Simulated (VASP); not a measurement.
Wanted: the native input for a VASP 6.6.1 run.

* Task: relaxation of cell and atoms
* Functional: PBEsol
* Dispersion: D3(BJ)
* Potentials or basis: VASP PAW PBE potentials, release 64 (Ti_sv, O)
* Cutoff: 600 eV
* k mesh: 6 × 6 × 9
* Occupations: fermi-dirac, width 0.05 eV
* Spin: no spin polarisation
* Dipole correction: no
* Further INCAR settings: ALGO = Normal; EDIFF = 1e-06; IBRION = 2; EDIFFG = -0.01; NSW = 60; ISIF = 3

The structure of TiO2 lies in POSCAR:

```
TiO2
1.0
    4.5998373239      0.0000000000      0.0000000000
    0.0000000000      4.5998373239      0.0000000000
    0.0000000000      0.0000000000      2.9592135600
Ti O
2 4
Direct
    0.0000000000      0.0000000000      0.5000000000
    0.5000000000      0.5000000000      0.0000000000
    0.3043213200      0.3043213200      0.5000000000
    0.1956786800      0.8043213200      0.0000000000
    0.8043213200      0.1956786800      0.0000000000
    0.6956786800      0.6956786800      0.5000000000
```

The input as run:

INCAR

```
SYSTEM = TiO2
PREC = Accurate
ENCUT = 600
EDIFF = 1E-6
ISMEAR = -1
SIGMA = 0.05
LREAL = .False.
LASPH = .True.
NELM = 80
ALGO = Normal
ISIF = 3
LWAVE = .False.
LCHARG = .False.
GGA = PS
IVDW = 12
IBRION = 2
NSW = 60
EDIFFG = -0.01
```

KPOINTS

```
regular mesh
0
Gamma
  6 6 9
  0 0 0
```

Potentials or basis: VASP PAW PBE potentials, release 64 (Ti_sv, O).

The run is started by

```sh
$ cat potpaw_PBE.64/Ti_sv/POTCAR potpaw_PBE.64/O/POTCAR > POTCAR
$ mpirun -np 1 vasp_std > vasp.out
```

It gave:

```yaml
Relaxed_volume: 10.19 Å³/atom
Relaxed_cell: a = 4.565 Å, b = 4.565 Å, c = 2.932 Å, α = 90.00°, β = 90.00°, γ = 90.00°
Space_group_after_relaxing_to_0.05_Å: P4_2/mnm (No. 136)
Energy_gained_by_relaxing: 4.4 meV/atom
Ionic_steps: 6
Pressure_after_relaxing: 0.1 GPa
Band_gap_on_the_k_mesh: 1.84 eV, direct
Dispersion_energy_per_atom: -0.217 eV
```

Caveat: the PAW data sets were made with another functional, which shifts forces and pressure a little.

It took 3.5 min on 1 thread of AMD EPYC 9R45 96-Core Processor (Zen 5), with other jobs on the host, peak memory 0.23 GiB.
